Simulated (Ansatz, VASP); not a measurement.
CuMo3 in VASP and in Ansatz

```
Cu Mo
1.0
     3.89951    0.00000    0.00000
     0.00000    3.89951    0.00000
     0.00000    0.00000    3.89951
Cu Mo
1 3
Direct
  0.00000 0.00000 0.00000
  0.00000 0.50000 0.50000
  0.50000 0.00000 0.50000
  0.50000 0.50000 0.00000
```

Change from the starting cell: species swapped into the RuRh3 type (Pm-3m, No. 221).

Alike in both runs: functional PBE; k mesh 4 × 4 × 4; occupations gaussian, width 0.1 eV; no spin polarisation.

Ansatz relaxed the structure, and its values are those at the end. VASP's run is a single point on that final structure, the one shown.

|  | VASP | Ansatz |
| --- | --- | --- |
| version | VASP 6.6.1 | Ansatz 0.2.0 |
| potentials or method | VASP PAW PBE potentials, release 64 (Cu, Mo_sv), cutoff 520 eV | scalar-relativistic, plane waves, PAW |
| valence electrons in the cell | 53 | 61 |

Ansatz gave:

```
gap on the k mesh at the Fermi level (eV) : none
pressure (GPa)                            : 0.0
```

**Question.** What did VASP give for the same quantities?

**Answer.** gap on the k mesh at the Fermi level (eV): none; pressure (GPa): 0.6.

A gap of «none» marks a metal or a gap that the smearing closes. The functional is the same, so the differences come from potentials, cutoffs and numerics. VASP's potentials hold 53 valence electrons a cell and Ansatz's 61, so a difference there can come from the potentials and not from the codes.

The k mesh is coarse, so the values compare programs but aren't converged.
